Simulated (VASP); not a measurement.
A run of VASP 6.6.1 is set up as follows.

The input INCAR:

```
SYSTEM = BN
ALGO = Normal
EDIFF = 1E-7
ENCUT = 520
GGA = PS
ISIF = 2
ISMEAR = 0
LASPH = .True.
LCHARG = .True.
LELF = .True.
LREAL = .False.
LVHAR = .True.
LWAVE = .False.
NBANDS = 16
NELM = 100
PREC = Accurate
SIGMA = 0.01
```

The input KPOINTS:

```
k-points
0
Gamma
  9 9 6
  0 0 0
```

POSCAR

```
BN
1.0
    2.5659661661      0.0000000000      0.0000000000
   -1.2829830830      2.2221918851      0.0000000000
    0.0000000000      0.0000000000      4.1978069383
B N
2 2
Direct
    0.3333333333      0.6666666667     -0.0003708269
    0.6666666667      0.3333333333      0.4996291731
    0.3333333333      0.6666666667      0.3743708269
    0.6666666667      0.3333333333      0.8743708269
```

Potentials or basis: VASP PAW PBE potentials, release 64 (B, N).

Command:

```sh
$ cat potpaw_PBE.64/B/POTCAR potpaw_PBE.64/N/POTCAR > POTCAR
$ mpirun -np 1 vasp_std > vasp.out
```

**Question.** What does it give for the pressure?

**Answer.** -6.2 GPa.

**Question.** Estimate the band gap on the k mesh.

**Answer.** 5.03 eV (least direct gap 8.07 eV).

Stress tensor (GPa, compression positive):
```
-9.60  0.00  0.00
 0.00 -9.60  0.00
 0.00  0.00  0.71
```

Caveat: the cell stands under tension; the PAW data sets were made with another functional, which shifts forces and pressure a little; an odd mesh through Γ misses points on the zone boundary, where band edges can lie.
